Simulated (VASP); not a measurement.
# C (P6_3/mmc) in VASP: notebook

C is run at these levels: LDA; tasks: single point, relaxation of the atoms.

Everything below comes from runs of VASP 6.6.1. Logs are shortened: lines on timing, memory, paths and dates and some standing lists are left out, and cuts for length are marked.

### Step 1. The cell of the first run

Symmetry: P6_3/mmc, No. 194, hexagonal system. Conventional cell: a = 2.483 Å, b = 2.483 Å, c = 4.198 Å, α = 90.00°, β = 90.00°, γ = 120.00°. Within 2.0 Å of C (site symmetry 3m) lie 4 C at 1.53 to 1.57 Å.

### Step 2. Single point, LDA

INCAR

```
SYSTEM = C
PREC = Accurate ; ENCUT = 520
EDIFF = 1E-6 ; ISMEAR = 0
SIGMA = 0.01 ; LREAL = .False.
LASPH = .True. ; NELM = 100
ALGO = Normal ; ISIF = 2
LWAVE = .False. ; LCHARG = .False.
GGA = CA ; NBANDS = 16
```

KPOINTS

```
Automatic mesh
0
Gamma
  9 9 6
  0 0 0
```

POSCAR

```
C
1.0
    2.4825110139      0.0000000000      0.0000000000
   -1.2412555070      2.1499176032      0.0000000000
    0.0000000000      0.0000000000      4.1979202822
C
4
Direct
    0.3333333333      0.6666666667     -0.0002181980
    0.6666666667      0.3333333333      0.4997818020
    0.3333333333      0.6666666667      0.3742181980
    0.6666666667      0.3333333333      0.8742181980
```

Potentials or basis: VASP PAW LDA potentials, release 64 (C).

Started as:

```console
cat potpaw_LDA.64/C/POTCAR > POTCAR
mpirun -np 1 vasp_std > vasp.out
```

OUTCAR:

```text
SYSTEM = C
   PREC = Accurate
   ENCUT = 520
   EDIFF = 1E-6
   ISMEAR = 0
   LREAL = .False.
   LASPH = .True.
   NELM = 100
   ISIF = 2
   GGA = CA

 ion  position               nearest neighbor table
   1  0.333  0.667  1.000-   4 1.53   4 1.53   4 1.53   3 1.57
   2  0.667  0.333  0.500-   3 1.53   3 1.53   3 1.53   4 1.57
   3  0.333  0.667  0.374-   2 1.53   2 1.53   2 1.53   1 1.57
   4  0.667  0.333  0.874-   1 1.53   1 1.53   1 1.53   2 1.57

  LATTYP: Found a hexagonal cell.
 ALAT       =     2.4825110139
 C/A-ratio  =     1.6909976466

  Lattice vectors:

 A1 = (   2.4825110139,   0.0000000000,   0.0000000000)
 A2 = (  -1.2412555070,   2.1499176032,   0.0000000000)
 A3 = (   0.0000000000,   0.0000000000,   4.1979202822)

Analysis of symmetry for initial positions (statically):
=====================================================================
 Subroutine PRICEL returns:
 Original cell was already a primitive cell.

 Routine SETGRP: Setting up the symmetry group for a
 hexagonal supercell.

 Subroutine GETGRP returns: Found 24 space group operations
 (whereof  6 operations were pure point group operations)
 out of a pool of 24 trial point group operations.

The static configuration has the point symmetry C_3v.
 The point group associated with its full space group is D_6h.

Analysis of symmetry for dynamics (positions and initial velocities):
=====================================================================
 Subroutine PRICEL returns:
 Original cell was already a primitive cell.

 Routine SETGRP: Setting up the symmetry group for a
 hexagonal supercell.

 Subroutine GETGRP returns: Found 24 space group operations
 (whereof  6 operations were pure point group operations)
 out of a pool of 24 trial point group operations.

The dynamic configuration has the point symmetry C_3v.
 The point group associated with its full space group is D_6h.

 Subroutine INISYM returns: Found 24 space group operations
 (whereof  6 operations are pure point group operations),
 and found     1 'primitive' translations

----------------------------------------------------------------------------------------

                                     Primitive cell

  volume of cell :      22.4051

[... 90 lines left out ...]
   ENCUT  =  520.0 eV  38.22 Ry    6.18 a.u.   4.62  4.62  7.81*2*pi/ulx,y,z
   NELM   =    100;   NELMIN=  2; NELMDL= -5     # of ELM steps
   EDIFF  = 0.1E-05   stopping-criterion for ELM
   LREAL  =      F    real-space projection
   EDIFFG = 0.1E-04   stopping-criterion for IOM
   NSW    =      0    number of steps for IOM
   IBRION =     -1    ionic relax: 0-MD 1-quasi-New 2-CG
   NFREE  =      0    steps in history (QN), initial steepest desc. (CG)
   ISIF   =      2    stress and relaxation
   ISYM   =      2    0-nonsym 1-usesym 2-fastsym
   POTIM  = 0.5000    time-step for ionic-motion
   TEBEG  =    0.0;   TEEND  =   0.0 temperature during run
   PSTRESS=    0.0 pullay stress
   NELECT =      16.0000    total number of electrons
   NUPDOWN=      -1.0000    fix difference up-down
   EMIN   =  10.00;   EMAX   =-10.00  energy-range for DOS
   EFERMI =   0.00;   METHOD = LEGACY
   ISMEAR =     0;   SIGMA  =   0.01  broadening in eV -4-tet -1-fermi 0-gaus
   EFERMI_NEDOS =   21; number of points for ismear=-14 and -15
   IALGO  =     38    algorithm
   IMIX   =      4    mixing-type and parameters
     AMIX     =   0.40;   BMIX     =  1.00
     AMIX_MAG =   1.60;   BMIX_MAG =  1.00
  volume/ion in A,a.u.               =       5.60        37.80
  Fermi-wavevector in a.u.,A,eV,Ry     =   1.463297  2.765230 29.133306  2.141238
  Thomas-Fermi vector in A             =   2.579408
   LORBIT       =      0    0 simple, 1 ext, 2 COOP (PROOUT), +10 PAW based schemes
   GGA     = CA    functional components
   LHFCALC =     F    Hartree Fock is set to
   AEXX    =    0.0000 exact exchange contribution
   IVDW    =     0    specifies the selected vdW correction
   LEPSILON=     F    determine dielectric tensor
   LRPA    =     F    only Hartree local field effects (RPA)
 non-spin polarized calculation
 Gauss-broadening in eV      SIGMA  =   0.01
  energy-cutoff  :      520.00
  volume of cell :       22.41
 maximum number of plane-waves:       618
   NGX =  9   NGY =  9   NGZ = 15

 number of electron      15.9999991 magnetization

 Free energy of the ion-electron system (eV)
  ---------------------------------------------------
  ext. energy  EPLUGINS =         0.00000000
  ---------------------------------------------------
  free energy    TOTEN  =       -40.37304864 eV

  energy without entropy =      -40.37304864  energy(sigma->0) =      -40.37304864

 E-fermi :  10.3438     XC(G=0): -13.5555

 val. band max:       10.1897574526   @ k =   0.0000   0.0000   0.0000
 cond. band min:      13.2404482368   @ k =   0.3333   0.3333   0.0000
 fundamental gap:      3.0506907842
 Fermi energy:        10.3438291364

 k-point     1 :       0.0000    0.0000    0.0000
  band No.  band energies     occupation
      1     -11.6020      2.00000
      2      -6.1217      2.00000
      3      -3.6069      2.00000
      4       7.2478      2.00000
      5       7.2478      2.00000
      6       9.6883      2.00000
[... 433 lines left out ...]
      3      -0.9076      2.00000
      4      -0.2995      2.00000
      5      -0.2995      2.00000
      6       2.4889      2.00000
[... 8 lines left out ...]
     15      25.9886      0.00000
     16      25.9886      0.00000

 [... further k-points ...]

------------------------ aborting loop because EDIFF is reached ----------------------------------------

  FORCE on cell =-STRESS in cart. coord.  units (eV):
  Direction    XX          YY          ZZ          XY          YZ          ZX
  --------------------------------------------------------------------------------------
  -------------------------------------------------------------------------------------
  Total        0.2391348      0.2391348     -2.5256585     -0.0000000      0.0000000      0.0000000
  in kB       17.1003998     17.1003998   -180.6084349     -0.0000000      0.0000000      0.0000000
  external PRESSURE =     -48.8025451 kB  Pullay stress =       0.0000000 kB

 VOLUME and BASIS-vectors are now :
 -----------------------------------------------------------------------------
  energy-cutoff  :      520.00
  volume of cell :       22.41
      direct lattice vectors                 reciprocal lattice vectors
     2.482511014  0.000000000  0.000000000     0.402817951  0.232567052  0.000000000
    -1.241255507  2.149917603  0.000000000     0.000000000  0.465134105  0.000000000
     0.000000000  0.000000000  4.197920282     0.000000000  0.000000000  0.238213194

 POSITION                                       TOTAL-FORCE (eV/Angst)
 -----------------------------------------------------------------------------------
     -0.00000      1.43328      4.19700        -0.000000      0.000000      0.012749
      1.24126      0.71664      2.09804         0.000000      0.000000      0.012749
     -0.00000      1.43328      1.57094        -0.000000     -0.000000     -0.012749
      1.24126      0.71664      3.66990         0.000000     -0.000000     -0.012749
 -----------------------------------------------------------------------------------
    total drift:                               -0.000000      0.000000      0.000008

  FREE ENERGIE OF THE ION-ELECTRON SYSTEM (eV)
  ---------------------------------------------------
  free  energy   TOTEN  =       -40.3730486416 eV

  energy  without entropy=      -40.3730486416  energy(sigma->0) =      -40.37304864
```

stdout:

```text
POSCAR found type information on POSCAR C
 POSCAR found :  1 types and       4 ions
 scaLAPACK will be used
 LDA part: xc-table for (Slater(with rela. corr.)+CA(PZ))
 , standard interpolation
 POSCAR, INCAR and KPOINTS ok, starting setup
 FFT: planning ... GRIDC
 FFT: planning ... GRID_SOFT
 FFT: planning ... GRID
 WAVECAR not read
 entering main loop
```

Run time: 4.9 s. Hardware: 1 thread of Intel Xeon 6975P-C (Granite Rapids), shared host; peak memory 0.12 GiB.

What came out:

```yaml
Free_energy: -40.3730 eV
Pressure: -4.9 GPa
Largest_force: 0.013 eV/Å
Band_gap_on_the_k_mesh: 3.05 eV, indirect (least direct gap 4.90 eV)
```

Forces in eV/Å, atoms in the order of the input:
```
C    0.000  0.000  0.013
C    0.000  0.000  0.013
C    0.000  0.000 -0.013
C    0.000  0.000 -0.013
```

Stress tensor (GPa, compression positive):
```
  1.71   0.00   0.00
  0.00   1.71   0.00
  0.00   0.00 -18.06
```

### Step 3. Single point, LDA (strained cell)

INCAR

```
PREC = Accurate
ENCUT = 520
EDIFF = 1E-6
ISMEAR = 0
SIGMA = 0.02
LREAL = F
LASPH = T
NELM = 60
ALGO = Normal
ISIF = 2
LWAVE = F
LCHARG = T
LELF = T
LVHAR = T
NBANDS = 16
```

KPOINTS

```
regular mesh
0
Gamma
  9 9 6
```

POSCAR

```
C
1.0
    2.5482155795      0.0000000000      0.0000000000
   -1.2741077897      2.2068194262      0.0000000000
    0.0000000000      0.0000000000      4.1979202822
C
4
Direct
    0.3333333333      0.6666666667     -0.0003967604
    0.6666666667      0.3333333333      0.4996032396
    0.3333333333      0.6666666667      0.3743967604
    0.6666666667      0.3333333333      0.8743967604
```

Potentials or basis: VASP PAW LDA potentials, release 64 (C).

Started as:

```console
cat potpaw_LDA.64/C/POTCAR > POTCAR
mpirun -np 1 vasp_std > vasp.out
```

It took 5.5 s on 1 thread of Intel Xeon 6975P-C (Granite Rapids), shared host; peak memory 0.12 GiB.

Results (log left out):

| Property | Result |
| --- | --- |
| Free energy | -40.2628 eV |
| Pressure | -26.1 GPa |
| Band gap on the k mesh | 3.26 eV, indirect (least direct gap 4.74 eV) |

Stress tensor (GPa, compression positive):
```
-30.25   0.00   0.00
  0.00 -30.25   0.00
  0.00   0.00 -17.92
```

Levels at points of the mesh, in eV from the valence-band top:
```csv
k point,band 6,band 7,band 8,band 9,band 10,band 11
"(0.00, 0.00, 0.00)",-0.44,0.00,0.00,4.74,4.74,5.44
"(0.00, 0.00, 0.50)",-1.83,-1.83,-1.83,6.98,6.98,6.98
```

Caveat: the cell differs from its parent crystal (strained cell). A k mesh can miss the band edges.

### Step 4. Relaxation of the atoms, LDA (strained cell)

INCAR

```
  ALGO = Normal
  EDIFF = 1E-7
  EDIFFG = -0.002
  ENCUT = 520
  GGA = CA
  IBRION = 2
  ISIF = 2
  ISMEAR = 0
  LASPH = True
  LCHARG = False
  LREAL = False
  LWAVE = False
  NELM = 80
  NSW = 60
  PREC = Accurate
  SIGMA = 0.02
```

KPOINTS

```
k-points
0
Gamma
  9 9 6
```

POSCAR

```
C
1.0
    2.4737245029      0.0000000000      0.0000000000
   -1.2368622514      2.1423082614      0.0000000000
    0.0000000000      0.0000000000      4.1979202822
C
4
Direct
    0.3333333333      0.6666666667     -0.0001691602
    0.6666666667      0.3333333333      0.4998308398
    0.3333333333      0.6666666667      0.3741691602
    0.6666666667      0.3333333333      0.8741691602
```

Started as:

```console
cat potpaw_LDA.64/C/POTCAR > POTCAR
mpirun -np 1 vasp_std > vasp.out
```

Run time: 6.8 s. Hardware: 1 thread of Intel Xeon 6975P-C (Granite Rapids), shared host; peak memory 0.12 GiB.

It converged, with:

* Free energy: -40.3686 eV
* Energy gained by relaxing: 0.0 meV/atom
* Ionic steps: 3
* Pressure after relaxing: -1.6 GPa
* Band gap on the k mesh: 3.01 eV, indirect (least direct gap 4.82 eV)

Stress tensor (GPa, compression positive):
```
  6.59   0.00   0.00
  0.00   6.59   0.00
  0.00   0.00 -18.05
```

Final structure:
```
CELL_PARAMETERS angstrom
2.47372 0.00000 0.00000
-1.23686 2.14231 0.00000
0.00000 0.00000 4.19792
ATOMIC_POSITIONS crystal
C 0.33333 0.66667 0.99988
C 0.66667 0.33333 0.49988
C 0.33333 0.66667 0.37412
C 0.66667 0.33333 0.87412
```

Levels at points of the mesh, in eV from the valence-band top:
| k point | band 6 | band 7 | band 8 | band 9 | band 10 | band 11 |
| --- | --- | --- | --- | --- | --- | --- |
| (0.00, 0.00, 0.00) | -0.53 | 0.00 | 0.00 | 4.82 | 5.19 | 5.19 |
| (0.00, 0.00, 0.50) | -1.74 | -1.74 | -1.74 | 7.39 | 7.39 | 7.39 |

Caveat: the cell differs from its parent crystal (strained cell).

### Step 5. Relaxation of the atoms, LDA (strained cell)

INCAR

```
PREC = Accurate ; ENCUT = 520
EDIFF = 1E-7 ; ISMEAR = 0
SIGMA = 0.02 ; LREAL = F
LASPH = T ; NELM = 80
ALGO = Normal ; ISIF = 2
LWAVE = F ; LCHARG = F
IBRION = 2 ; NSW = 60
EDIFFG = -0.002
```

KPOINTS

```
Automatic mesh
0
Gamma
  9 9 6
```

POSCAR

```
C
1.0
    2.4836321806      0.0000000000      0.0000000000
   -1.2418160903      2.1508885620      0.0000000000
    0.0000000000      0.0000000000      4.1979202822
C
4
Direct
    0.3333333333      0.6666666667     -0.0003967604
    0.6666666667      0.3333333333      0.4996032396
    0.3333333333      0.6666666667      0.3743967604
    0.6666666667      0.3333333333      0.8743967604
```

Started as:

```console
cat potpaw_LDA.64/C/POTCAR > POTCAR
mpirun -np 1 vasp_std > vasp.out
```

Run time: 7.2 s. Hardware: 1 thread of Intel Xeon 6975P-C (Granite Rapids), shared host; peak memory 0.12 GiB.

It converged, with:

```yaml
Free_energy: -40.3732 eV
Energy_gained_by_relaxing: 0.0 meV/atom
Ionic_steps: 3
Pressure_after_relaxing: -5.3 GPa
Band_gap_on_the_k_mesh: 3.05 eV, indirect (least direct gap 4.91 eV)
```

Stress tensor (GPa, compression positive):
```
  1.09   0.00   0.00
  0.00   1.09   0.00
  0.00   0.00 -18.07
```

The path:
| step | energy change (eV) | largest force (eV/Å) | pressure (GPa) |
| --- | --- | --- | --- |
| 1 | 0.0000 | 0.0626 | -5.24 |
| 2 | 0.0005 | 0.1475 | -5.42 |
| 3 | -0.0001 | 0.0000 | -5.30 |

Final structure:
```
CELL_PARAMETERS angstrom
2.48363 0.00000 0.00000
-1.24182 2.15089 0.00000
0.00000 0.00000 4.19792
ATOMIC_POSITIONS crystal
C 0.33333 0.66667 0.99982
C 0.66667 0.33333 0.49982
C 0.33333 0.66667 0.37418
C 0.66667 0.33333 0.87418
```

Levels at points of the mesh, in eV from the valence-band top:
| k point | band 6 | band 7 | band 8 | band 9 | band 10 | band 11 |
| --- | --- | --- | --- | --- | --- | --- |
| (0.00, 0.00, 0.00) | -0.51 | 0.00 | 0.00 | 4.91 | 5.13 | 5.13 |
| (0.00, 0.00, 0.50) | -1.76 | -1.76 | -1.76 | 7.34 | 7.34 | 7.34 |

Caveat: the cell differs from its parent crystal (strained cell).

### Step 6. Summary

| task | cell | smearing | gap on the mesh (eV) | pressure (GPa) |
| --- | --- | --- | --- | --- |
| single point | a = 2.483, b = 2.483, c = 4.198 Å, angles 90.0, 90.0, 120.0°, 4 atoms | gaussian 0.01 eV | 3.05 | -4.9 |
| single point | a = 2.548, b = 2.548, c = 4.198 Å, angles 90.0, 90.0, 120.0°, 4 atoms | gaussian 0.02 eV | 3.26 | -26.1 |
| relaxation of the atoms | atoms relaxed from a = 2.474, b = 2.474, c = 4.198 Å, angles 90.0, 90.0, 120.0°, 4 atoms | gaussian 0.02 eV | 3.01 | -1.6 |
| relaxation of the atoms | atoms relaxed from a = 2.484, b = 2.484, c = 4.198 Å, angles 90.0, 90.0, 120.0°, 4 atoms | gaussian 0.02 eV | 3.05 | -5.3 |

Alike in all rows: level LDA; potentials or basis VASP PAW LDA potentials, release 64 (C); no spin polarisation; k mesh 9 × 9 × 6; cutoff (eV) 520.

Total energies depend on the potentials used, so only differences within one code and one set of settings carry meaning.
